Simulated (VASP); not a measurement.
Runs of VASP 6.6.1 on LiMg2Sn2. The structure is that of space group P-3m1 (No. 164), or close to it. The cells are those of the table. 

| task | cell | cutoff (eV) | smearing | gap on the mesh (eV) | pressure (GPa) | relaxed volume (Å³/atom) | largest force (eV/Å) |
| --- | --- | --- | --- | --- | --- | --- | --- |
| relaxation of cell and atoms | relaxed from a = 4.391, b = 4.391, c = 7.315 Å, angles 90.0, 90.0, 120.0°, 5 atoms | 600 | gaussian 0.1 eV | none | 0.0 | (a) | - |
| single point | a = 4.738, b = 4.738, c = 6.453 Å, angles 90.0, 90.0, 120.0°, 5 atoms | 520 | gaussian 0.1 eV | none | - | - | 0.01 |
| single point | a = 4.740, b = 4.740, c = 6.449 Å, angles 90.0, 90.0, 120.0°, 5 atoms | 520 | fermi-dirac 0.1 eV | none | - | - | 0.01 |
| relaxation of cell and atoms | relaxed from a = 4.391, b = 4.391, c = 7.315 Å, angles 90.0, 90.0, 120.0°, 5 atoms | 600 | fermi-dirac 0.1 eV | none | 0.0 | 25.03 | 0.01 |

Alike in all rows: level PBE; potentials or basis VASP PAW PBE potentials, release 64 (Mg, Sn_d, Li_sv); no spin polarisation; k mesh 5 × 5 × 3.

Q: Estimate the missing entries.

A: (a) 25.02.

Caveats: the cutoff is under 1.25 times the usual one of these potentials, so pressure, stress and relaxed cells hold a basis-set (Pulay) error; spin-orbit coupling is left out, which moves the levels of the heavy elements.

A k mesh can miss the band edges, and the runs leave out spin-orbit coupling on Sn.

A gap of «none» marks levels without a gap at the run's occupations.
